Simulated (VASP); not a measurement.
# Pt (Im-3m) in VASP: single point with PBE

Aim: the single point of Pt with PBE.

Program: VASP 6.6.1. These are calculated values, not measurements. Logs are shortened: lines on timing, memory, paths and dates and some standing lists are left out, and cuts for length are marked.

## 1. The cell of the first run

The structure is cubic, space group Im-3m (No. 229). Conventional cell: a = 3.163 Å, b = 3.163 Å, c = 3.163 Å, α = 90.00°, β = 90.00°, γ = 90.00°. Pt (site symmetry m-3m) has 14 Pt at 2.74 to 3.16 Å within 3.6 Å.

This isn't the form of Pt at room conditions, which is fcc.

## 2. Single point, PBE

INCAR reads:

```
PREC     = Accurate       # precision mode
ENCUT    = 500            # plane-wave cutoff, eV
EDIFF    = 1E-6           # SCF threshold, eV
ISMEAR   = 0              # smearing method
SIGMA    = 0.15           # smearing width, eV
LREAL    = False          # projectors in reciprocal space
LASPH    = True           # aspherical terms in the spheres
NELM     = 120            # most SCF steps
ALGO     = Normal         # electronic algorithm
ISIF     = 2              # what is computed and relaxed
LWAVE    = False          # write WAVECAR
LCHARG   = False          # write CHGCAR
GGA      = PE             # functional
NBANDS   = 39             # bands
GGA_COMPAT= False
```

KPOINTS reads:

```
regular mesh
0
Gamma
  14 14 5
```

POSCAR reads:

```
Pt
1.0
   -3.1627959429      0.0000000000      0.0000000000
    0.0000000000     -3.1627959429      0.0000000000
    0.0000000000      0.0000000000      9.4883878288
Pt
6
Direct
    0.5000000000      0.5000000000      0.1666666667
    0.0000000000      0.0000000000      0.0000000000
    0.5000000000      0.5000000000      0.5000000000
    0.0000000000      0.0000000000      0.3333333333
    0.5000000000      0.5000000000      0.8333333333
    0.0000000000      0.0000000000      0.6666666667
```

Potentials or basis: VASP PAW PBE potentials, release 64 (Pt).

Launch:

```sh
cat potpaw_PBE.64/Pt/POTCAR > POTCAR
mpirun -np 1 vasp_std > vasp.out
```

OUTCAR:

```text
PREC = Accurate
   ENCUT = 500
   EDIFF = 1E-6
   ISMEAR = 0
   LREAL = False
   LASPH = True
   NELM = 120
   ISIF = 2
   GGA = PE

 ion  position               nearest neighbor table
   1  0.500  0.500  0.167-   4 2.74   4 2.74   4 2.74   4 2.74   2 2.74   2 2.74   2 2.74   2 2.74
                             3 3.16   5 3.16
   2  0.000  0.000  0.000-   1 2.74   5 2.74   1 2.74   5 2.74   1 2.74   5 2.74   1 2.74   5 2.74
                             4 3.16   6 3.16
   3  0.500  0.500  0.500-   4 2.74   6 2.74   4 2.74   6 2.74   4 2.74   6 2.74   4 2.74   6 2.74
                             5 3.16   1 3.16
   4  0.000  0.000  0.333-   1 2.74   1 2.74   1 2.74   1 2.74   3 2.74   3 2.74   3 2.74   3 2.74
                             2 3.16   6 3.16
   5  0.500  0.500  0.833-   6 2.74   6 2.74   6 2.74   6 2.74   2 2.74   2 2.74   2 2.74   2 2.74
                             3 3.16   1 3.16
   6  0.000  0.000  0.667-   5 2.74   5 2.74   5 2.74   5 2.74   3 2.74   3 2.74   3 2.74   3 2.74
                             2 3.16   4 3.16

  LATTYP: Found a simple tetragonal cell.
 ALAT       =     3.1627959429
 C/A-ratio  =     3.0000000000

  Lattice vectors:

 A1 = (  -3.1627959429,   0.0000000000,   0.0000000000)
 A2 = (   0.0000000000,  -3.1627959429,   0.0000000000)
 A3 = (   0.0000000000,   0.0000000000,   9.4883878288)

Analysis of symmetry for initial positions (statically):
=====================================================================
 Subroutine PRICEL returns following result:

  LATTYP: Found a body centered cubic cell.
 ALAT       =     3.1627959425

  Lattice vectors:

 A1 = (  -1.5813979714,  -1.5813979714,  -1.5813979708)
 A2 = (   1.5813979714,  -1.5813979714,   1.5813979708)
 A3 = (  -1.5813979714,   1.5813979714,   1.5813979718)

   6 primitive cells build up your supercell.

 Routine SETGRP: Setting up the symmetry group for a
 simple tetragonal supercell.

 Subroutine GETGRP returns: Found 16 space group operations
 (whereof 16 operations were pure point group operations)
 out of a pool of 16 trial point group operations.

The static configuration has the point symmetry D_4h.

Analysis of symmetry for dynamics (positions and initial velocities):
=====================================================================
 Subroutine PRICEL returns following result:

  LATTYP: Found a body centered cubic cell.
 ALAT       =     3.1627959425

  Lattice vectors:

 A1 = (  -1.5813979714,  -1.5813979714,  -1.5813979708)
 A2 = (   1.5813979714,  -1.5813979714,   1.5813979708)
 A3 = (  -1.5813979714,   1.5813979714,   1.5813979718)

   6 primitive cells build up your supercell.

 Routine SETGRP: Setting up the symmetry group for a
 simple tetragonal supercell.

 Subroutine GETGRP returns: Found 16 space group operations
 (whereof 16 operations were pure point group operations)
 out of a pool of 16 trial point group operations.

The dynamic configuration has the point symmetry D_4h.

 Subroutine INISYM returns: Found 16 space group operations
 (whereof 16 operations are pure point group operations),
 and found     6 'primitive' translations

----------------------------------------------------------------------------------------

                                     Primitive cell

  volume of cell :      15.8192

  direct lattice vectors                    reciprocal lattice vectors
    -1.581397971 -1.581397971 -1.581397971    -0.316175946 -0.316175946  0.000000000
     1.581397971 -1.581397971  1.581397971     0.000000000 -0.316175946  0.316175946
    -1.581397971  1.581397971  1.581397972    -0.316175946  0.000000000  0.316175946

  length of vectors
     2.739061633  2.739061633  2.739061634     0.447140311  0.447140311  0.447140311

  position of ions in fractional coordinates (direct lattice)
     0.000000000  0.000000000  0.000000000

  ion indices of the primitive-cell ions
   primitive index   ion index
                 1           1

----------------------------------------------------------------------------------------

 KPOINTS: regular mesh

Automatic generation of k-mesh.
 Grid dimensions read from file:
 generate k-points for:   14   14    5

 Generating k-lattice:

  Cartesian coordinates                     Fractional coordinates (reciprocal lattice)
    -0.022583996  0.000000000  0.000000000     0.071428571  0.000000000  0.000000000
     0.000000000 -0.022583996  0.000000000     0.000000000  0.071428571  0.000000000
     0.000000000  0.000000000  0.021078396     0.000000000  0.000000000  0.200000000

  Length of vectors
     0.022583996  0.022583996  0.021078396

  Shift w.r.t. Gamma in fractional coordinates (k-lattice)
     0.000000000  0.000000000  0.000000000

 Subroutine IBZKPT returns following result:
 ===========================================

 Found    108 irreducible k-points:

 Following reciprocal coordinates:
            Coordinates               Weight
  0.000000  0.000000  0.000000      1.000000
  0.071429  0.000000  0.000000      4.000000
  0.142857  0.000000  0.000000      4.000000
  0.214286  0.000000  0.000000      4.000000
  0.285714  0.000000  0.000000      4.000000
  0.357143  0.000000  0.000000      4.000000
[... 16 lines left out ...]
  0.285714  0.214286  0.000000      8.000000
  0.357143  0.214286  0.000000      8.000000
 [... further k-points ...]
   k-points           NKPTS =    108   k-points in BZ     NKDIM =    108   number of bands    NBANDS=     39
   number of dos      NEDOS =    301   number of ions     NIONS =      6
   total plane-waves  NPLWV =  40320
   dimension x,y,z NGX =    24 NGY =   24 NGZ =   70
   dimension x,y,z NGXF=    48 NGYF=   48 NGZF=  140
   ions per type =               6
   NGX,Y,Z   is equivalent  to a cutoff of  12.62, 12.62, 12.26 a.u.
   NGXF,Y,Z  is equivalent  to a cutoff of  25.23, 25.23, 24.53 a.u.
 SYSTEM =  unknown system
   PREC   = accura    normal or accurate (medium, high low for compatibility)
   ISTART =      0    job   : 0-new  1-cont  2-samecut
   ICHARG =      2    charge: 1-file 2-atom 10-const
   ISPIN  =      1    spin polarized calculation?
   LNONCOLLINEAR =      F non collinear calculations
   LSORBIT =      F    spin-orbit coupling
   LASPH  =      T    aspherical Exc in radial PAW
   ENCUT  =  500.0 eV  36.75 Ry    6.06 a.u.   5.77  5.77 17.30*2*pi/ulx,y,z
   NELM   =    120;   NELMIN=  2; NELMDL= -5     # of ELM steps
   EDIFF  = 0.1E-05   stopping-criterion for ELM
   LREAL  =      F    real-space projection
   EDIFFG = 0.1E-04   stopping-criterion for IOM
   NSW    =      0    number of steps for IOM
   IBRION =     -1    ionic relax: 0-MD 1-quasi-New 2-CG
   NFREE  =      0    steps in history (QN), initial steepest desc. (CG)
   ISIF   =      2    stress and relaxation
   ISYM   =      2    0-nonsym 1-usesym 2-fastsym
   POTIM  = 0.5000    time-step for ionic-motion
   TEBEG  =    0.0;   TEEND  =   0.0 temperature during run
   PSTRESS=    0.0 pullay stress
   NELECT =      60.0000    total number of electrons
   NUPDOWN=      -1.0000    fix difference up-down
   EMIN   =  10.00;   EMAX   =-10.00  energy-range for DOS
   EFERMI =   0.00;   METHOD = LEGACY
   ISMEAR =     0;   SIGMA  =   0.15  broadening in eV -4-tet -1-fermi 0-gaus
   EFERMI_NEDOS =   21; number of points for ismear=-14 and -15
   IALGO  =     38    algorithm
   IMIX   =      4    mixing-type and parameters
     AMIX     =   0.40;   BMIX     =  1.00
     AMIX_MAG =   1.60;   BMIX_MAG =  1.00
  volume/ion in A,a.u.               =      15.82       106.75
  Fermi-wavevector in a.u.,A,eV,Ry     =   1.405013  2.655089 26.858735  1.974061
  Thomas-Fermi vector in A             =   2.527517
   LORBIT       =      0    0 simple, 1 ext, 2 COOP (PROOUT), +10 PAW based schemes
   GGA     = PE    functional components
   LHFCALC =     F    Hartree Fock is set to
   AEXX    =    0.0000 exact exchange contribution
   IVDW    =     0    specifies the selected vdW correction
   LEPSILON=     F    determine dielectric tensor
   LRPA    =     F    only Hartree local field effects (RPA)
 non-spin polarized calculation
 Gauss-broadening in eV      SIGMA  =   0.15
  energy-cutoff  :      500.00
  volume of cell :       94.91
 maximum number of plane-waves:      2464
 NGX is ok and might be reduce to    24
   NGX = 11   NGY = 11   NGZ = 35

 number of electron      60.0000016 magnetization

 Free energy of the ion-electron system (eV)
  ---------------------------------------------------
  ext. energy  EPLUGINS =         0.00000000
  ---------------------------------------------------
  free energy    TOTEN  =       -36.05311466 eV

  energy without entropy =      -35.98670071  energy(sigma->0) =      -36.01990768

 E-fermi :  10.1866     XC(G=0): -13.1965

 val. band max:       10.1759108286   @ k =   0.4286   0.3571   0.4000
 cond. band min:      10.1913943031   @ k =   0.0714   0.0000   0.2000
 fundamental gap:      0.0154834746
 Fermi energy:        10.1865646898

 k-point     1 :       0.0000    0.0000    0.0000
  band No.  band energies     occupation
      1       0.6942      2.00000
      2       2.7688      2.00000
      3       2.7688      2.00000
      4       4.1204      2.00000
      5       4.1205      2.00000
      6       5.0803      2.00000
[... 31 lines left out ...]
     38      17.8434      0.00000
     39      22.6822      0.00000

 k-point     2 :       0.0714    0.0000    0.0000
  band No.  band energies     occupation
      1       0.7985      2.00000
      2       2.8282      2.00000
      3       2.8282      2.00000
      4       4.1700      2.00000
      5       4.1897      2.00000
      6       5.0801      2.00000
[... 913 lines left out ...]
     38      16.7852      0.00000
     39      17.3575      0.00000

 k-point    24 :       0.3571    0.2143    0.0000
  band No.  band energies     occupation
      1       3.3680      2.00000
      2       4.4010      2.00000
      3       4.4010      2.00000
      4       4.7877      2.00000
      5       4.8077      2.00000
      6       4.8077      2.00000
[... 31 lines left out ...]
     38      16.1845      0.00000
     39      18.4449      0.00000

 [... further k-points ...]

------------------------ aborting loop because EDIFF is reached ----------------------------------------

  FORCE on cell =-STRESS in cart. coord.  units (eV):
  Direction    XX          YY          ZZ          XY          YZ          ZX
  --------------------------------------------------------------------------------------
  -------------------------------------------------------------------------------------
  Total       -0.1671096     -0.1671096     -0.1283596      0.0000000      0.0000000      0.0000000
  in kB       -2.8208325     -2.8208325     -2.1667266      0.0000000      0.0000000      0.0000000
  external PRESSURE =      -2.6027972 kB  Pullay stress =       0.0000000 kB

 VOLUME and BASIS-vectors are now :
 -----------------------------------------------------------------------------
  energy-cutoff  :      500.00
  volume of cell :       94.91
      direct lattice vectors                 reciprocal lattice vectors
    -3.162795943  0.000000000  0.000000000    -0.316175946  0.000000000  0.000000000
     0.000000000 -3.162795943  0.000000000     0.000000000 -0.316175946  0.000000000
     0.000000000  0.000000000  9.488387829     0.000000000  0.000000000  0.105391982

 POSITION                                       TOTAL-FORCE (eV/Angst)
 -----------------------------------------------------------------------------------
     -1.58140     -1.58140      1.58140        -0.000000     -0.000000      0.000000
      0.00000      0.00000      0.00000         0.000000      0.000000      0.000000
     -1.58140     -1.58140      4.74419        -0.000000     -0.000000      0.000000
      0.00000      0.00000      3.16280         0.000000     -0.000000     -0.000000
     -1.58140     -1.58140      7.90699         0.000000     -0.000000      0.000000
      0.00000      0.00000      6.32559        -0.000000      0.000000      0.000000
 -----------------------------------------------------------------------------------
    total drift:                               -0.000000      0.000000      0.000000

  FREE ENERGIE OF THE ION-ELECTRON SYSTEM (eV)
  ---------------------------------------------------
  free  energy   TOTEN  =       -36.0531146618 eV

  energy  without entropy=      -35.9867007069  energy(sigma->0) =      -36.01990768
```

Run time: 8.5 min. Hardware: 1 thread of AMD EPYC 7R43 (Zen 3), shared host; peak memory 0.34 GiB.

What came out:

```yaml
Free_energy: -36.0531 eV
Pressure: -0.3 GPa
Band_gap_on_the_k_mesh: zero (bands 30 and 31 overlap by 1.10 eV)
```

Levels at points of the mesh, in eV from the Fermi level:
```csv
k point,band 28,band 29,band 30,band 31,band 32,band 33
"(0.00, 0.00, 0.00)",-0.66,-0.49,-0.49,0.51,0.51,0.51
"(0.50, 0.00, 0.00)",0.02,0.56,0.56,0.56,0.56,0.58
"(0.50, 0.50, 0.00)",-0.63,0.26,0.26,1.04,1.04,5.18
```

Caveat: spin-orbit coupling is left out, which moves the levels of the heavy elements.
